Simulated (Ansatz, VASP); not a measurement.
# Ti3Ga in VASP and in Ansatz

```
CELL_PARAMETERS angstrom
0.00000 3.26042 3.26042
3.26042 0.00000 3.26042
3.26042 3.26042 0.00000
ATOMIC_POSITIONS crystal
Ti 0.75000 0.75000 0.75000
Ti 0.00000 0.00000 0.00000
Ti 0.25000 0.25000 0.25000
Ga 0.50000 0.50000 0.50000
```

Alike in both runs: task single point; functional LDA; k mesh 6 × 6 × 6; occupations gaussian, width 0.1 eV; no spin polarisation.

```csv
,VASP,Ansatz
version,VASP 6.6.1,Ansatz 0.2.0
potentials or method,"VASP PAW LDA potentials, release 64 (Ti_sv, Ga_d), cutoff 520 eV","plane waves, PAW"
valence electrons in the cell,49,49
```

|  | VASP | Ansatz | Ansatz less VASP |
| --- | --- | --- | --- |
| gap on the k mesh at the Fermi level (eV) | none | none | - |
| pressure (GPa) | -13.9 | -14.0 | -0.11 |

LDA's correlation is that of Perdew and Zunger in VASP and of Perdew and Wang (1992) in Ansatz. A gap of «none» marks a metal or a gap that the smearing closes.
